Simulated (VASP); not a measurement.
Set up this calculation in VASP 6.6.1, as the native input.

```
Task                   : single point
Functional             : LDA
Potentials or basis    : VASP PAW LDA potentials, release 64 (Hg, Te)
Cutoff                 : 520 eV
k mesh                 : 18 × 18 × 18
Occupations            : gaussian, width 0.15 eV
Spin                   : no spin polarisation
Dipole correction      : no
Further INCAR settings : ALGO = Normal; EDIFF = 1e-07; NBANDS = 16
```

The structure of HgTe lies in POSCAR:

```
HgTe
1.0
   -3.0456030000      3.0456030000      1.5594100000
    3.0456030000     -3.0456030000      1.5594100000
    3.0456030000      3.0456030000     -1.5594100000
Hg Te
1 1
Direct
    0.2500000000      0.7500000000      0.5000000000
    0.0000000000      0.0000000000      0.0000000000
```

The input as run:

INCAR

```
SYSTEM = HgTe
  PREC = Accurate
  ENCUT = 520
  EDIFF = 1E-7
  ISMEAR = 0
  SIGMA = 0.15
  LREAL = .False.
  LASPH = .True.
  NELM = 60
  ALGO = Normal
  ISIF = 2
  LWAVE = .False.
  LCHARG = .False.
  GGA = CA
  NBANDS = 16
```

KPOINTS

```
Automatic mesh
0
Gamma
  18 18 18
  0 0 0
```

Potentials or basis: VASP PAW LDA potentials, release 64 (Hg, Te).

Launch:

```console
$ cat potpaw_LDA.64/Hg/POTCAR potpaw_LDA.64/Te/POTCAR > POTCAR
$ mpirun -np 1 vasp_std > vasp.out
```

It gave:

```json
{
  "Pressure": "-4.9 GPa",
  "Band gap on the k mesh": "zero (bands 9 and 10 overlap by 3.89 eV)"
}
```

Caveat: the cell stands under tension; spin-orbit coupling is left out, which moves the levels of the heavy elements.

It took 6.4 min on 1 thread of Intel(R) Xeon(R) Platinum 8488C (Sapphire Rapids) (shared host), peak memory 0.55 GiB.
